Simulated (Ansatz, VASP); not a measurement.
One calculation of ZnSe, two programs

```
Zn Se
1.0
     0.00000    2.81672    2.81672
     2.81672    0.00000    2.81672
     2.81672    2.81672    0.00000
Zn Se
1 1
Direct
  0.00000 0.00000 0.00000
  0.25000 0.25000 0.25000
```

Alike in both runs: functional PBEsol; k mesh 8 × 8 × 8; occupations gaussian, width 0.02 eV; no spin polarisation.

Ansatz relaxed the structure, and its values are those at the end. VASP's run is a single point on that final structure, the one shown.

|  | VASP | Ansatz |
| --- | --- | --- |
| version | VASP 6.6.1 | Ansatz 0.2.0 |
| potentials or method | VASP PAW PBE potentials, release 64 (Zn, Se), cutoff 520 eV | scalar-relativistic, plane waves, PAW |
| valence electrons in the cell | 18 | 28 |

|  | VASP | Ansatz | Ansatz less VASP |
| --- | --- | --- | --- |
| gap on the k mesh at the Fermi level (eV) | 1.24 | 1.24 | -0.008 |
| least direct gap on the mesh (eV) | 1.24 | 1.24 | -0.008 |
| pressure (GPa) | 0.3 | 0.0 | -0.26 |

VASP's potentials were made for PBE, not for PBEsol, and Ansatz warns of the same on its side. The functional is the same, so the differences come from potentials, cutoffs and numerics. VASP's potentials hold 18 valence electrons a cell and Ansatz's 28, so a difference there can come from the potentials and not from the codes.
